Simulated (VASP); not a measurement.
# Mn (Fm-3m) in VASP: notebook

Runs on Mn. Level: revPBE. Tasks: single point.

Program: VASP 6.6.1. These are calculated values, not measurements. Logs are shortened: lines on timing, memory, paths and dates and some standing lists are left out, and cuts for length are marked.

## 1. The cell of the first run

It takes space group Fm-3m (No. 225, cubic). The conventional cell has a = 3.519 Å, b = 3.519 Å, c = 3.519 Å, α = 90.00°, β = 90.00°, γ = 90.00°. Within 3.3 Å of Mn (site symmetry m-3m) lie 12 Mn at 2.49 Å.

This isn't the form of Mn at room conditions, which is a 58-atom cubic cell.

## 2. Single point, revPBE, collinear spin, ferromagnetic start

File INCAR:

```
  ALGO = Normal
  EDIFF = 1E-6
  ENCUT = 520
  GGA = RE
  ISIF = 2
  ISMEAR = -1
  ISPIN = 2
  LASPH = T
  LCHARG = F
  LMAXMIX = 4
  LORBIT = 11
  LREAL = F
  LWAVE = F
  MAGMOM = 3
  NBANDS = 16
  NELM = 150
  PREC = Accurate
  SIGMA = 0.05
```

File KPOINTS:

```
k-points
0
Gamma
  15 15 15
```

File POSCAR:

```
Mn
1.0
    0.0000000000      1.7596451143      1.7596451143
    1.7596451143      0.0000000000      1.7596451143
    1.7596451143      1.7596451143      0.0000000000
Mn
1
Direct
    0.0000000000      0.0000000000      0.0000000000
```

Potentials or basis: VASP PAW PBE potentials, release 64 (Mn_pv).

Run with:

```sh
$ cat potpaw_PBE.64/Mn_pv/POTCAR > POTCAR
$ mpirun -np 1 vasp_std > vasp.out
```

OUTCAR:

```text
EDIFF = 1E-6
   ENCUT = 520
   GGA = RE
   ISIF = 2
   ISMEAR = -1
   ISPIN = 2
   LASPH = T
   LORBIT = 11
   LREAL = F
   NELM = 150
   PREC = Accurate

 ion  position               nearest neighbor table
   1  0.000  0.000  0.000-

  LATTYP: Found a face centered cubic cell.
 ALAT       =     3.5192902286

  Lattice vectors:

 A1 = (   0.0000000000,   1.7596451143,   1.7596451143)
 A2 = (   1.7596451143,   0.0000000000,   1.7596451143)
 A3 = (   1.7596451143,   1.7596451143,   0.0000000000)

Analysis of symmetry for initial positions (statically):
=====================================================================
 Subroutine PRICEL returns:
 Original cell was already a primitive cell.

 Routine SETGRP: Setting up the symmetry group for a
 face centered cubic supercell.

 Subroutine GETGRP returns: Found 48 space group operations
 (whereof 48 operations were pure point group operations)
 out of a pool of 48 trial point group operations.

The static configuration has the point symmetry O_h .

Analysis of symmetry for dynamics (positions and initial velocities):
=====================================================================
 Subroutine PRICEL returns:
 Original cell was already a primitive cell.

 Routine SETGRP: Setting up the symmetry group for a
 face centered cubic supercell.

 Subroutine GETGRP returns: Found 48 space group operations
 (whereof 48 operations were pure point group operations)
 out of a pool of 48 trial point group operations.

The dynamic configuration has the point symmetry O_h .

Analysis of structural, dynamic, and magnetic symmetry:
=====================================================================
 Subroutine PRICEL returns:
 Original cell was already a primitive cell.

 Routine SETGRP: Setting up the symmetry group for a
 face centered cubic supercell.

 Subroutine GETGRP returns: Found 48 space group operations
 (whereof 48 operations were pure point group operations)
 out of a pool of 48 trial point group operations.

The overall configuration has the point symmetry O_h .

 Subroutine INISYM returns: Found 48 space group operations
 (whereof 48 operations are pure point group operations),
 and found     1 'primitive' translations

----------------------------------------------------------------------------------------

                                     Primitive cell

  volume of cell :      10.8970

  direct lattice vectors                    reciprocal lattice vectors
     0.000000000  1.759645114  1.759645114    -0.284148205  0.284148205  0.284148205
     1.759645114  0.000000000  1.759645114     0.284148205 -0.284148205  0.284148205
     1.759645114  1.759645114  0.000000000     0.284148205  0.284148205 -0.284148205

  length of vectors
     2.488513986  2.488513986  2.488513986     0.492159127  0.492159127  0.492159127

  position of ions in fractional coordinates (direct lattice)
     0.000000000  0.000000000  0.000000000

  ion indices of the primitive-cell ions
   primitive index   ion index
                 1           1

----------------------------------------------------------------------------------------

 KPOINTS: k-points

Automatic generation of k-mesh.
 Grid dimensions read from file:
 generate k-points for:   15   15   15

 Generating k-lattice:

  Cartesian coordinates                     Fractional coordinates (reciprocal lattice)
    -0.018943214  0.018943214  0.018943214     0.066666667  0.000000000  0.000000000
     0.018943214 -0.018943214  0.018943214     0.000000000  0.066666667  0.000000000
     0.018943214  0.018943214 -0.018943214     0.000000000  0.000000000  0.066666667

  Length of vectors
     0.032810608  0.032810608  0.032810608

  Shift w.r.t. Gamma in fractional coordinates (k-lattice)
     0.000000000  0.000000000  0.000000000

 Subroutine IBZKPT returns following result:
 ===========================================

 Found    120 irreducible k-points:

 Following reciprocal coordinates:
            Coordinates               Weight
  0.000000  0.000000  0.000000      1.000000
  0.066667  0.000000  0.000000      8.000000
  0.133333  0.000000  0.000000      8.000000
  0.200000  0.000000  0.000000      8.000000
  0.266667  0.000000  0.000000      8.000000
  0.333333  0.000000  0.000000      8.000000
[... 16 lines left out ...]
  0.133333  0.133333  0.000000      6.000000
  0.200000  0.133333  0.000000     24.000000
 [... further k-points ...]
   k-points           NKPTS =    120   k-points in BZ     NKDIM =    120   number of bands    NBANDS=     16
   number of dos      NEDOS =    301   number of ions     NIONS =      1
   total plane-waves  NPLWV =   8000
   dimension x,y,z NGX =    20 NGY =   20 NGZ =   20
   dimension x,y,z NGXF=    40 NGYF=   40 NGZF=   40
   ions per type =               1
   NGX,Y,Z   is equivalent  to a cutoff of  13.36, 13.36, 13.36 a.u.
   NGXF,Y,Z  is equivalent  to a cutoff of  26.72, 26.72, 26.72 a.u.
 SYSTEM =  unknown system
   PREC   = accura    normal or accurate (medium, high low for compatibility)
   ISTART =      0    job   : 0-new  1-cont  2-samecut
   ICHARG =      2    charge: 1-file 2-atom 10-const
   ISPIN  =      2    spin polarized calculation?
   LNONCOLLINEAR =      F non collinear calculations
   LSORBIT =      F    spin-orbit coupling
   LASPH  =      T    aspherical Exc in radial PAW
   ENCUT  =  520.0 eV  38.22 Ry    6.18 a.u.   4.63  4.63  4.63*2*pi/ulx,y,z
   NELM   =    150;   NELMIN=  2; NELMDL= -5     # of ELM steps
   EDIFF  = 0.1E-05   stopping-criterion for ELM
   LREAL  =      F    real-space projection
   EDIFFG = 0.1E-04   stopping-criterion for IOM
   NSW    =      0    number of steps for IOM
   IBRION =     -1    ionic relax: 0-MD 1-quasi-New 2-CG
   NFREE  =      0    steps in history (QN), initial steepest desc. (CG)
   ISIF   =      2    stress and relaxation
   ISYM   =      2    0-nonsym 1-usesym 2-fastsym
   POTIM  = 0.5000    time-step for ionic-motion
   TEBEG  =    0.0;   TEEND  =   0.0 temperature during run
   PSTRESS=    0.0 pullay stress
   NELECT =      13.0000    total number of electrons
   NUPDOWN=      -1.0000    fix difference up-down
   EMIN   =  10.00;   EMAX   =-10.00  energy-range for DOS
   EFERMI =   0.00;   METHOD = LEGACY
   ISMEAR =    -1;   SIGMA  =   0.05  broadening in eV -4-tet -1-fermi 0-gaus
   EFERMI_NEDOS =   21; number of points for ismear=-14 and -15
   IALGO  =     38    algorithm
   IMIX   =      4    mixing-type and parameters
     AMIX     =   0.40;   BMIX     =  1.00
     AMIX_MAG =   1.60;   BMIX_MAG =  1.00
  volume/ion in A,a.u.               =      10.90        73.54
  Fermi-wavevector in a.u.,A,eV,Ry     =   1.736284  3.281102 41.017259  3.014683
  Thomas-Fermi vector in A             =   2.809728
   LORBIT       =     11    0 simple, 1 ext, 2 COOP (PROOUT), +10 PAW based schemes
   GGA     = RE    functional components
   LHFCALC =     F    Hartree Fock is set to
   AEXX    =    0.0000 exact exchange contribution
   IVDW    =     0    specifies the selected vdW correction
   LEPSILON=     F    determine dielectric tensor
   LRPA    =     F    only Hartree local field effects (RPA)
 spin polarized calculation
  energy-cutoff  :      520.00
  volume of cell :       10.90
 maximum number of plane-waves:       304
   NGX =  9   NGY =  9   NGZ =  9

 number of electron      12.9999988 magnetization       0.0009745

 number of electron      12.9999988 magnetization      -0.0002107

 Free energy of the ion-electron system (eV)
  ---------------------------------------------------
  ext. energy  EPLUGINS =         0.00000000
  ---------------------------------------------------
  free energy    TOTEN  =        -8.49212314 eV

  energy without entropy =       -8.47997558  energy(sigma->0) =       -8.48604936

 E-fermi :  10.3874     XC(G=0): -13.8484

 val. band max:       10.3823559725   @ k =  -0.2000   0.2000   0.0000
 cond. band min:      10.3946197634   @ k =  -0.4667   0.2667   0.0667
 fundamental gap:      0.0122637909
 Fermi energy:        10.3874394251

 spin component 1

 k-point     1 :       0.0000    0.0000    0.0000
  band No.  band energies     occupation
      1     -37.3279      1.00000
      2     -37.3279      1.00000
      3     -37.3279      1.00000
      4       2.1374      1.00000
      5       9.2653      1.00000
      6       9.2653      1.00000
[... 8 lines left out ...]
     15      42.6544      0.00000
     16      42.6544      0.00000

 k-point     2 :       0.0667    0.0000    0.0000
  band No.  band energies     occupation
      1     -37.3601      1.00000
      2     -37.3320      1.00000
      3     -37.3320      1.00000
      4       2.3232      1.00000
      5       9.1870      1.00000
      6       9.3227      1.00000
[... 8 lines left out ...]
     15      42.4388      0.00000
     16      42.7230      0.00000

 k-point     3 :       0.1333    0.0000    0.0000
  band No.  band energies     occupation
      1     -37.4505      1.00000
      2     -37.3437      1.00000
      3     -37.3437      1.00000
      4       2.8615      1.00000
      5       8.9861      1.00000
      6       9.4599      1.00000
[... 8 lines left out ...]
     15      41.8837      0.00000
     16      42.7449      0.00000

 k-point     4 :       0.2000    0.0000    0.0000
  band No.  band energies     occupation
      1     -37.5822      1.00000
      2     -37.3609      1.00000
      3     -37.3609      1.00000
      4       3.6841      1.00000
      5       8.7621      1.00000
      6       9.5641      1.00000
[... 8 lines left out ...]
     15      41.9985      0.00000
     16      42.2698      0.00000
[... 324 lines left out ...]
 k-point    22 :      -0.0667    0.0667    0.0000
  band No.  band energies     occupation
      1     -37.4049      1.00000
      2     -37.3506      1.00000
      3     -37.3335      1.00000
      4       2.6267      1.00000
      5       9.0495      1.00000
      6       9.4062      1.00000
[... 8 lines left out ...]
     15      41.8820      0.00000
     16      42.6840      0.00000

 k-point    23 :       0.1333    0.1333    0.0000
  band No.  band energies     occupation
      1     -37.4471      1.00000
      2     -37.3707      1.00000
      3     -37.3707      1.00000
      4       3.0953      1.00000
      5       8.7461      1.00000
      6       9.6477      1.00000
[... 8 lines left out ...]
     15      43.9701      0.00000
     16      43.9701      0.00000

 k-point    24 :       0.2000    0.1333    0.0000
  band No.  band energies     occupation
      1     -37.5328      1.00000
      2     -37.3924      1.00000
      3     -37.3866      1.00000
      4       3.6997      1.00000
      5       8.4967      1.00000
      6       9.7657      1.00000
[... 8 lines left out ...]
     15      43.4804      0.00000
     16      44.5153      0.00000

 [... further k-points ...]

 spin component 2

 k-point     1 :       0.0000    0.0000    0.0000
  band No.  band energies     occupation
      1     -37.3281      1.00000
      2     -37.3281      1.00000
      3     -37.3281      1.00000
      4       2.1374      1.00000
      5       9.2651      1.00000
      6       9.2651      1.00000
[... 8 lines left out ...]
     15      42.6544      0.00000
     16      42.6544      0.00000

 k-point     2 :       0.0667    0.0000    0.0000
  band No.  band energies     occupation
      1     -37.3603      1.00000
      2     -37.3323      1.00000
      3     -37.3323      1.00000
      4       2.3232      1.00000
      5       9.1868      1.00000
      6       9.3225      1.00000
[... 8 lines left out ...]
     15      42.4388      0.00000
     16      42.7230      0.00000

 k-point     3 :       0.1333    0.0000    0.0000
  band No.  band energies     occupation
      1     -37.4507      1.00000
      2     -37.3440      1.00000
      3     -37.3440      1.00000
      4       2.8615      1.00000
      5       8.9860      1.00000
      6       9.4597      1.00000
[... 8 lines left out ...]
     15      41.8834      0.00000
     16      42.7448      0.00000

 k-point     4 :       0.2000    0.0000    0.0000
  band No.  band energies     occupation
      1     -37.5825      1.00000
      2     -37.3611      1.00000
      3     -37.3611      1.00000
      4       3.6841      1.00000
      5       8.7620      1.00000
      6       9.5639      1.00000
[... 8 lines left out ...]
     15      41.9983      0.00000
     16      42.2698      0.00000
[... 324 lines left out ...]
 k-point    22 :      -0.0667    0.0667    0.0000
  band No.  band energies     occupation
      1     -37.4051      1.00000
      2     -37.3508      1.00000
      3     -37.3337      1.00000
      4       2.6267      1.00000
      5       9.0493      1.00000
      6       9.4061      1.00000
[... 8 lines left out ...]
     15      41.8817      0.00000
     16      42.6840      0.00000

 k-point    23 :       0.1333    0.1333    0.0000
  band No.  band energies     occupation
      1     -37.4473      1.00000
      2     -37.3709      1.00000
      3     -37.3709      1.00000
      4       3.0953      1.00000
      5       8.7459      1.00000
      6       9.6475      1.00000
[... 8 lines left out ...]
     15      43.9701      0.00000
     16      43.9701      0.00000

 k-point    24 :       0.2000    0.1333    0.0000
  band No.  band energies     occupation
      1     -37.5330      1.00000
      2     -37.3926      1.00000
      3     -37.3868      1.00000
      4       3.6997      1.00000
      5       8.4965      1.00000
      6       9.7655      1.00000
[... 8 lines left out ...]
     15      43.4803      0.00000
     16      44.5154      0.00000

 [... further k-points ...]
[... 5 lines left out ...]
  --------------------------------------------------------------------------------------
  -------------------------------------------------------------------------------------
  Total       -0.0016855     -0.0016855     -0.0016855     -0.0000000     -0.0000000      0.0000000
  in kB       -0.2478189     -0.2478189     -0.2478189     -0.0000000     -0.0000000      0.0000000
  external PRESSURE =      -0.2478189 kB  Pullay stress =       0.0000000 kB

 VOLUME and BASIS-vectors are now :
 -----------------------------------------------------------------------------
  energy-cutoff  :      520.00
  volume of cell :       10.90
      direct lattice vectors                 reciprocal lattice vectors
     0.000000000  1.759645114  1.759645114    -0.284148205  0.284148205  0.284148205
     1.759645114  0.000000000  1.759645114     0.284148205 -0.284148205  0.284148205
     1.759645114  1.759645114  0.000000000     0.284148205  0.284148205 -0.284148205

 POSITION                                       TOTAL-FORCE (eV/Angst)
 -----------------------------------------------------------------------------------
      0.00000      0.00000      0.00000        -0.000000      0.000000     -0.000000
 -----------------------------------------------------------------------------------
    total drift:                                0.000000      0.000000      0.000000

  FREE ENERGIE OF THE ION-ELECTRON SYSTEM (eV)
  ---------------------------------------------------
  free  energy   TOTEN  =        -8.4921231445 eV

  energy  without entropy=       -8.4799755820  energy(sigma->0) =       -8.48604936

 total charge

# of ion       s       p       d       tot
------------------------------------------
    1        0.420   6.396   5.132  11.948

 magnetization (x)

# of ion       s       p       d       tot
------------------------------------------
    1        0.000  -0.000  -0.000  -0.000
```

Run time: 60 s. Hardware: 1 thread of Intel Xeon 8259CL, shared host; peak memory 0.15 GiB.

What came out:

* Free energy: -8.4921 eV
* Pressure: 0.0 GPa
* Net moment: 0.00 μB per cell
* Valence electrons inside the program's atomic spheres: Mn 11.95

Caveat: the PAW data sets were made with another functional, which shifts forces and pressure a little.

(Part 1 of 3 ends here.)
